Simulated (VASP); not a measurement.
Write the native input for VASP 6.6.1 that does the following.

| Property | Result |
| --- | --- |
| Task | single point |
| Functional | LDA |
| Potentials or basis | VASP PAW LDA potentials, release 64 (Ti_sv) |
| Cutoff | 520 eV |
| k mesh | 6 × 6 × 6 |
| Occupations | methfessel-paxton, width 0.1 eV |
| Spin | no spin polarisation |
| Dipole correction | no |
| Further INCAR settings | ALGO = Normal; EDIFF = 1e-06; NBANDS = 32 |

The structure of Ti lies in POSCAR:

```
Ti
1.0
    3.9975388189      0.0000000000      0.0000000000
    0.0000000000      3.9975388189      0.0000000000
    0.0000000000      0.0000000000      3.9975388189
Ti
4
Direct
    0.0000000000      0.0000000000      0.0000000000
    0.0000000000      0.5000000000      0.5000000000
    0.5000000000      0.0000000000      0.5000000000
    0.5000000000      0.5000000000      0.0000000000
```

The input as run:

INCAR

```
SYSTEM = Ti
PREC     = Accurate       ! precision mode
ENCUT    = 520            ! plane-wave cutoff, eV
EDIFF    = 1E-6           ! SCF threshold, eV
ISMEAR   = 1              ! smearing method
SIGMA    = 0.1            ! smearing width, eV
LREAL    = .FALSE.        ! projectors in reciprocal space
LASPH    = .TRUE.         ! aspherical terms in the spheres
NELM     = 80             ! most SCF steps
ALGO     = Normal         ! electronic algorithm
ISIF     = 2              ! what is computed and relaxed
LWAVE    = .FALSE.        ! write WAVECAR
LCHARG   = .FALSE.        ! write CHGCAR
GGA      = CA             ! functional
NBANDS   = 32             ! bands
```

KPOINTS

```
regular mesh
0
G
  6 6 6
  0 0 0
```

Potentials or basis: VASP PAW LDA potentials, release 64 (Ti_sv).

The run is started by

```bash
$ cat potpaw_LDA.64/Ti_sv/POTCAR > POTCAR
$ mpirun -np 1 vasp_std > vasp.out
```

Results of the run:

```json
{
 "Pressure": "-0.3 GPa",
 "Band gap on the k mesh": "zero (band 24 reaches 9.81 eV, above the bottom of band 25 at 8.51 eV)"
}
```

Run time: 17 s on 1 thread of Intel(R) Xeon(R) 6975P-C (Granite Rapids), on a shared host, peak memory 0.15 GiB.
